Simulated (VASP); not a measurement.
A run of VASP 6.6.1 is set up as follows.

File INCAR:

```
SYSTEM = Ta2Ti
PREC     = Accurate       ! precision mode
ENCUT    = 520            ! plane-wave cutoff, eV
EDIFF    = 1E-7           ! SCF threshold, eV
ISMEAR   = 0              ! smearing method
SIGMA    = 0.1            ! smearing width, eV
LREAL    = .FALSE.        ! projectors in reciprocal space
LASPH    = .TRUE.         ! aspherical terms in the spheres
NELM     = 100            ! most SCF steps
ALGO     = Fast           ! electronic algorithm
ISIF     = 2              ! what is computed and relaxed
LWAVE    = .FALSE.        ! write WAVECAR
LCHARG   = .FALSE.        ! write CHGCAR
GGA      = PE             ! functional
NBANDS   = 43             ! bands
```

The input KPOINTS:

```
regular mesh
0
G
  4 4 6
  0 0 0
```

File POSCAR:

```
Ta2Ti
1.0
    4.6585147040      0.0000000000      0.0000000000
    0.0000000000      8.3687973227      0.0000000000
    0.0000000000      0.0000000000      2.7833655527
Ti Ta
2 4
Direct
    0.0000000000      0.0000000000      0.0000000000
    0.5000000000      0.5000000000      0.5000000000
    0.0000141070      0.3329924487      0.0000000000
    0.9999858930      0.6670075513      0.0000000000
    0.5000141070      0.1670075513      0.5000000000
    0.4999858930      0.8329924487      0.5000000000
```

Potentials or basis: VASP PAW PBE potentials, release 64 (Ti_sv, Ta_pv).

Launch:

```bash
$ cat potpaw_PBE.64/Ti_sv/POTCAR potpaw_PBE.64/Ta_pv/POTCAR > POTCAR
$ mpirun -np 1 vasp_std > vasp.out
```

Q: What does it give for the pressure?

A: 0.0 GPa.

Q: Estimate the band gap on the k mesh.

A: Zero (band 34 reaches 6.62 eV, above the bottom of band 35 at 6.09 eV).

Stress tensor (GPa, compression positive):
```
-0.04  0.00  0.00
 0.00  0.07  0.00
 0.00  0.00  0.00
```

Caveat: the k points lie up to 0.38 Å⁻¹ apart; spin-orbit coupling is left out, which moves the levels of the heavy elements.
